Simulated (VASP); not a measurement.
Runs of VASP 6.6.1 on SiC. The structure is cubic, space group F-43m (No. 216). The conventional cell has a = 4.356 Å, b = 4.356 Å, c = 4.356 Å, α = 90.00°, β = 90.00°, γ = 90.00°. Within 2.5 Å of Si (site symmetry -43m) lie 4 C at 1.89 Å. Within 2.5 Å of C (site symmetry -43m) lie 4 Si at 1.89 Å. 

```tsv
task	level	potentials or basis	k mesh	cutoff (eV)	smearing	grid for exact exchange (PRECFOCK)	share of exact exchange	screening parameter	GW scheme	GW iterations	gap on the mesh (eV)	pressure (GPa)
single point	PBE	VASP PAW PBE potentials, release 64 (Si, C)	8 × 8 × 8	520	gaussian 0.5 eV	-	-	-	-	-	(a)	3.5
single point	PBE	VASP PAW PBE potentials, release 64 (Si, C)	8 × 8 × 8	520	gaussian 0.2 eV	-	-	-	-	-	1.35	3.5
single point	PBE-based screened hybrid	VASP PAW PBE potentials, release 64 (Si, C)	4 × 4 × 4	520	gaussian 0.01 eV	Normal	0.15	0.5 1/Å	-	-	1.56	1.7
single point	PBE	VASP PAW PBE potentials, release 64 (Si, C)	8 × 8 × 8	520	methfessel-paxton 0.05 eV	-	-	-	-	-	1.35	3.5
single point	HSE06	VASP PAW PBE potentials, release 64 (Si, C)	4 × 4 × 4	520	gaussian 0.01 eV	Normal	-	0.2079 1/Å	-	-	2.24	(b)
single point	PBE	VASP PAW PBE potentials, release 64 (Si, C)	2 × 2 × 2	520	gaussian 0.01 eV	-	-	-	-	-	0.94	12.2
```

Alike in all rows: no spin polarisation; cell a = 3.080 Å, angles 60.0°, 2 atoms.

Estimate the missing entries.

(a) 1.36; (b) -1.2.

Caveats: some runs use coarse meshes; the PAW data sets were made with another functional, which shifts forces and pressure a little (some runs).

A k mesh can miss the band edges.
